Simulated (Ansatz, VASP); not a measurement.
**Y: VASP beside Ansatz**

```
Y
1.0
     0.00000    2.54712    2.36075
     2.54712    0.00000    2.36075
     2.54712    2.54712    0.00000
Y
1
Direct
  0.00000 0.00000 0.00000
```

Change from the starting cell: strain +0.025 along x and y, -0.050 along z, atoms carried along.

Alike in both runs: task single point; functional PBEsol; k mesh 16 × 16 × 16; occupations gaussian, width 0.15 eV; no spin polarisation.

```csv
,VASP,Ansatz
version,VASP 6.6.1,Ansatz 0.2.0
potentials or method,"VASP PAW PBE potentials, release 64 (Y_sv), cutoff 520 eV","scalar-relativistic, plane waves, PAW"
valence electrons in the cell,11,11
```

Ansatz gave:

* gap on the k mesh at the Fermi level (eV): none
* pressure (GPa): 0.3
* traceless stress, the component that is largest in VASP (GPa): 1.34

Task: Which values does VASP return?

Result: gap on the k mesh at the Fermi level (eV): none; pressure (GPa): 0.1; traceless stress, the component that is largest in VASP (GPa): 1.35.

VASP's potentials were made for PBE, not for PBEsol. A gap of «none» marks a metal or a gap that the smearing closes.
